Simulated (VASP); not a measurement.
# KBr (Pm-3m) in VASP: notebook

KBr is run at these levels: HSE06, PBE-based screened hybrid; tasks: single point.

Program: VASP 6.6.1. These are calculated values, not measurements. Logs are shortened: lines on timing, memory, paths and dates and some standing lists are left out, and cuts for length are marked.

### Step 1. The cell of the first run

Symmetry: Pm-3m, No. 221, cubic system. The conventional cell has a = 3.976 Å, b = 3.976 Å, c = 3.976 Å, α = 90.00°, β = 90.00°, γ = 90.00°. Within 4.5 Å of K (site symmetry m-3m) lie 8 Br at 3.44 Å and 6 K at 3.98 Å. Within 4.5 Å of Br (site symmetry m-3m) lie 8 K at 3.44 Å and 6 Br at 3.98 Å.

### Step 2. Single point, HSE06

The input, POSCAR:

```
KBr
1.0
    3.9758690650      0.0000000000      0.0000000000
    0.0000000000      3.9758690650      0.0000000000
    0.0000000000      0.0000000000      3.9758690650
K Br
1 1
Direct
    0.0000000000      0.0000000000      0.0000000000
    0.5000000000      0.5000000000      0.5000000000
```

The input, INCAR.step1:

```
PREC = Accurate
ENCUT = 520
EDIFF = 1E-5
ISMEAR = 0
SIGMA = 0.01
LREAL = False
LASPH = True
NELM = 60
ALGO = Normal
ISIF = 2
LWAVE = True
LCHARG = False
GGA = PE
NBANDS = 15
```

The input, INCAR.step2:

```
PREC = Accurate
ENCUT = 520
EDIFF = 1E-7
ISMEAR = 0
SIGMA = 0.01
LREAL = False
LASPH = True
NELM = 60
ALGO = Normal
ISIF = 2
LWAVE = False
LCHARG = False
GGA = PE
LHFCALC = True
HFSCREEN = 0.2079
PRECFOCK = Normal
ISTART = 1
NBANDS = 15
```

The input, KPOINTS:

```
Automatic mesh
0
Gamma
  4 4 4
```

Potentials or basis: VASP PAW PBE potentials, release 64 (K_sv, Br).

Run with:

```sh
> cat potpaw_PBE.64/K_sv/POTCAR potpaw_PBE.64/Br/POTCAR > POTCAR
> cp INCAR.step1 INCAR
> mpirun -np 1 vasp_std > vasp.out
> cp INCAR.step2 INCAR
> mpirun -np 1 vasp_std > vasp.out
```

OUTCAR:

```text
PREC = Accurate
   ENCUT = 520
   EDIFF = 1E-7
   ISMEAR = 0
   LREAL = False
   LASPH = True
   NELM = 60
   ISIF = 2
   GGA = PE
   LHFCALC = True
   HFSCREEN = 0.2079
   PRECFOCK = Normal
   ISTART = 1

 ion  position               nearest neighbor table
   1  0.000  0.000  0.000-
   2  0.500  0.500  0.500-

  LATTYP: Found a simple cubic cell.
 ALAT       =     3.9758690650

  Lattice vectors:

 A1 = (   3.9758690650,   0.0000000000,   0.0000000000)
 A2 = (   0.0000000000,   3.9758690650,   0.0000000000)
 A3 = (   0.0000000000,   0.0000000000,   3.9758690650)

Analysis of symmetry for initial positions (statically):
=====================================================================
 Subroutine PRICEL returns:
 Original cell was already a primitive cell.

 Routine SETGRP: Setting up the symmetry group for a
 simple cubic supercell.

 Subroutine GETGRP returns: Found 48 space group operations
 (whereof 48 operations were pure point group operations)
 out of a pool of 48 trial point group operations.

The static configuration has the point symmetry O_h .

Analysis of symmetry for dynamics (positions and initial velocities):
=====================================================================
 Subroutine PRICEL returns:
 Original cell was already a primitive cell.

 Routine SETGRP: Setting up the symmetry group for a
 simple cubic supercell.

 Subroutine GETGRP returns: Found 48 space group operations
 (whereof 48 operations were pure point group operations)
 out of a pool of 48 trial point group operations.

The dynamic configuration has the point symmetry O_h .

 Subroutine INISYM returns: Found 48 space group operations
 (whereof 48 operations are pure point group operations),
 and found     1 'primitive' translations

----------------------------------------------------------------------------------------

                                     Primitive cell

  volume of cell :      62.8487

  direct lattice vectors                    reciprocal lattice vectors
     3.975869065  0.000000000  0.000000000     0.251517337  0.000000000  0.000000000
     0.000000000  3.975869065  0.000000000     0.000000000  0.251517337  0.000000000
     0.000000000  0.000000000  3.975869065     0.000000000  0.000000000  0.251517337

  length of vectors
     3.975869065  3.975869065  3.975869065     0.251517337  0.251517337  0.251517337

  position of ions in fractional coordinates (direct lattice)
     0.000000000  0.000000000  0.000000000
     0.500000000  0.500000000  0.500000000

  ion indices of the primitive-cell ions
   primitive index   ion index
                 1           1
                 2           2

----------------------------------------------------------------------------------------

 KPOINTS: Automatic mesh

Automatic generation of k-mesh.
 Grid dimensions read from file:
 generate k-points for:    4    4    4

 Generating k-lattice:

  Cartesian coordinates                     Fractional coordinates (reciprocal lattice)
     0.062879334  0.000000000  0.000000000     0.250000000  0.000000000  0.000000000
     0.000000000  0.062879334  0.000000000     0.000000000  0.250000000  0.000000000
     0.000000000  0.000000000  0.062879334     0.000000000  0.000000000  0.250000000

  Length of vectors
     0.062879334  0.062879334  0.062879334

  Shift w.r.t. Gamma in fractional coordinates (k-lattice)
     0.000000000  0.000000000  0.000000000

 Subroutine IBZKPT returns following result:
 ===========================================

 Found     10 irreducible k-points:

 Following reciprocal coordinates:
            Coordinates               Weight
  0.000000  0.000000  0.000000      1.000000
  0.250000  0.000000  0.000000      6.000000
  0.500000  0.000000  0.000000      3.000000
  0.250000  0.250000  0.000000     12.000000
  0.500000  0.250000  0.000000     12.000000
  0.500000  0.500000  0.000000      3.000000
  0.250000  0.250000  0.250000      8.000000
  0.500000  0.250000  0.250000     12.000000
  0.500000  0.500000  0.250000      6.000000
  0.500000  0.500000  0.500000      1.000000
   k-points           NKPTS =     10   k-points in BZ     NKDIM =     64   number of bands    NBANDS=     15
   number of dos      NEDOS =    301   number of ions     NIONS =      2
   total plane-waves  NPLWV =  27000
   dimension x,y,z NGX =    30 NGY =   30 NGZ =   30
   dimension x,y,z NGXF=    60 NGYF=   60 NGZF=   60
   ions per type =               1   1
   NGX,Y,Z   is equivalent  to a cutoff of  12.54, 12.54, 12.54 a.u.
   NGXF,Y,Z  is equivalent  to a cutoff of  25.09, 25.09, 25.09 a.u.
 SYSTEM =  unknown system
   PREC   = accura    normal or accurate (medium, high low for compatibility)
   ISTART =      1    job   : 0-new  1-cont  2-samecut
   ICHARG =      0    charge: 1-file 2-atom 10-const
   ISPIN  =      1    spin polarized calculation?
   LNONCOLLINEAR =      F non collinear calculations
   LSORBIT =      F    spin-orbit coupling
   LASPH  =      T    aspherical Exc in radial PAW
   ENCUT  =  520.0 eV  38.22 Ry    6.18 a.u.   7.39  7.39  7.39*2*pi/ulx,y,z
   NELM   =     60;   NELMIN=  2; NELMDL=  0     # of ELM steps
   EDIFF  = 0.1E-06   stopping-criterion for ELM
   LREAL  =      F    real-space projection
   EDIFFG = 0.1E-05   stopping-criterion for IOM
   NSW    =      0    number of steps for IOM
   IBRION =     -1    ionic relax: 0-MD 1-quasi-New 2-CG
   NFREE  =      0    steps in history (QN), initial steepest desc. (CG)
   ISIF   =      2    stress and relaxation
   ISYM   =      3    0-nonsym 1-usesym 2-fastsym
   POTIM  = 0.5000    time-step for ionic-motion
   TEBEG  =    0.0;   TEEND  =   0.0 temperature during run
   PSTRESS=    0.0 pullay stress
   NELECT =      16.0000    total number of electrons
   NUPDOWN=      -1.0000    fix difference up-down
   EMIN   =  10.00;   EMAX   =-10.00  energy-range for DOS
   EFERMI =   0.00;   METHOD = LEGACY
   ISMEAR =     0;   SIGMA  =   0.01  broadening in eV -4-tet -1-fermi 0-gaus
   EFERMI_NEDOS =   21; number of points for ismear=-14 and -15
   IALGO  =     38    algorithm
   IMIX   =      1    mixing-type and parameters
     AMIX     =   0.40;   BMIX     =  1.00
     AMIX_MAG =   1.60;   BMIX_MAG =  1.00
  volume/ion in A,a.u.               =      31.42       212.06
  Fermi-wavevector in a.u.,A,eV,Ry     =   1.037567  1.960717 14.647283  1.076545
  Thomas-Fermi vector in A             =   2.172011
   LORBIT       =      0    0 simple, 1 ext, 2 COOP (PROOUT), +10 PAW based schemes
   GGA     = PE    functional components
   LHFCALC =     T    Hartree Fock is set to
   PRECFOCK=normal    Normal, Fast or Accurate (Low or Medium for compatibility)
   ENCUT4O =  -1.0   cutoff for four orbital integrals eV
   NKREDX  =     1    reduce k-point grid by
   NKREDY  =     1    reduce k-point grid by
   NKREDZ  =     1    reduce k-point grid by
   AEXX    =    0.2500 exact exchange contribution
   HFSCREEN=    0.2079 screening length (either q_TF or 0.3 A-1)
   HFSCREENC=   0.2079 screening length for correlation (either q_TF or 0.3 A-1)
   ENCUTFOCK=  -1.0 apply spherical cutoff to Coloumb kernel
   IVDW    =     0    specifies the selected vdW correction
   LEPSILON=     F    determine dielectric tensor
   LRPA    =     F    only Hartree local field effects (RPA)
 non-spin polarized calculation
 Gauss-broadening in eV      SIGMA  =   0.01
  energy-cutoff  :      520.00
  volume of cell :       62.85
 maximum number of plane-waves:      1743
 NGX is ok and might be reduce to    30
  NGX = 24; NGY = 24; NGZ = 24

 number of electron      15.9999996 magnetization

 Free energy of the ion-electron system (eV)
  ---------------------------------------------------
  ext. energy  EPLUGINS =         0.00000000
  ---------------------------------------------------
  free energy    TOTEN  =        -7.02299424 eV

  energy without entropy =       -7.02299424  energy(sigma->0) =       -7.02299424

 E-fermi :  -1.2466     XC(G=0):  -6.7119

 val. band max:       -1.3326089091   @ k =   0.5000   0.5000   0.0000
 cond. band min:       3.8579399755   @ k =   0.0000   0.0000   0.0000
 fundamental gap:      5.1905488846
 Fermi energy:        -1.2465990960

 k-point     1 :       0.0000    0.0000    0.0000
  band No.  band energies     occupation
      1     -32.1816      2.00000
      2     -15.2977      2.00000
      3     -14.2472      2.00000
      4     -14.2472      2.00000
      5     -14.2472      2.00000
      6      -1.6321      2.00000
      7      -1.6321      2.00000
      8      -1.6321      2.00000
      9       3.8579      0.00000
     10       5.7098      0.00000
     11       5.7098      0.00000
     12      10.1031      0.00000
     13      10.1031      0.00000
     14      10.1031      0.00000
     15      12.7875      0.00000

 k-point     2 :       0.2500    0.0000    0.0000
  band No.  band energies     occupation
      1     -32.1751      2.00000
      2     -15.3789      2.00000
      3     -14.2346      2.00000
      4     -14.2346      2.00000
      5     -14.1425      2.00000
      6      -2.7319      2.00000
      7      -1.6162      2.00000
      8      -1.6162      2.00000
      9       5.1046      0.00000
     10       6.2352      0.00000
     11       7.0070      0.00000
     12       9.9503      0.00000
     13       9.9503      0.00000
     14      10.3965      0.00000
     15      10.7551      0.00000
[... 113 lines left out ...]
      3     -14.3959      2.00000
      4     -14.3959      2.00000
      5     -14.2897      2.00000
      6      -2.9579      2.00000
      7      -2.9579      2.00000
      8      -2.2538      2.00000
      9       6.0097      0.00000
     10       7.7241      0.00000
     11       7.7241      0.00000
     12       8.2782      0.00000
     13      10.3052      0.00000
     14      10.3052      0.00000
     15      11.7548      0.00000

 k-point    10 :       0.5000    0.5000    0.5000
  band No.  band energies     occupation
      1     -32.1448      2.00000
      2     -14.8241      2.00000
      3     -14.3731      2.00000
      4     -14.3731      2.00000
      5     -14.3731      2.00000
      6      -2.9847      2.00000
      7      -2.9847      2.00000
      8      -2.9847      2.00000
      9       7.3733      0.00000
     10       7.3733      0.00000
     11       7.3733      0.00000
     12       9.9124      0.00000
     13       9.9124      0.00000
     14       9.9124      0.00000
     15      11.8975      0.00000

------------------------ aborting loop because EDIFF is reached ----------------------------------------

  FORCE on cell =-STRESS in cart. coord.  units (eV):
  Direction    XX          YY          ZZ          XY          YZ          ZX
  --------------------------------------------------------------------------------------
  -------------------------------------------------------------------------------------
  Total        0.2048732      0.2048732      0.2048732      0.0000000     -0.0000000     -0.0000000
  in kB        5.2227543      5.2227543      5.2227543      0.0000000     -0.0000000     -0.0000000
  external PRESSURE =       5.2227543 kB  Pullay stress =       0.0000000 kB

 VOLUME and BASIS-vectors are now :
 -----------------------------------------------------------------------------
  energy-cutoff  :      520.00
  volume of cell :       62.85
      direct lattice vectors                 reciprocal lattice vectors
     3.975869065  0.000000000  0.000000000     0.251517337  0.000000000  0.000000000
     0.000000000  3.975869065  0.000000000     0.000000000  0.251517337  0.000000000
     0.000000000  0.000000000  3.975869065     0.000000000  0.000000000  0.251517337

 POSITION                                       TOTAL-FORCE (eV/Angst)
 -----------------------------------------------------------------------------------
      0.00000      0.00000      0.00000         0.000000      0.000000      0.000000
      1.98793      1.98793      1.98793         0.000000      0.000000      0.000000
 -----------------------------------------------------------------------------------
    total drift:                               -0.000000     -0.000000     -0.000000

  FREE ENERGIE OF THE ION-ELECTRON SYSTEM (eV)
  ---------------------------------------------------
  free  energy   TOTEN  =        -7.0229942436 eV

  energy  without entropy=       -7.0229942436  energy(sigma->0) =       -7.02299424
```

It took 9 min on 1 thread of Oxide Virtual Turin-like, shared host; peak memory 0.25 GiB.

What came out:

* Free energy: -7.0230 eV
* Pressure: 0.5 GPa
* Band gap on the k mesh: 5.19 eV, indirect (least direct gap 5.49 eV)

Caveat: the PAW data sets were made with another functional, which shifts forces and pressure a little. A k mesh can miss the band edges.

[end of part 1 of 2]
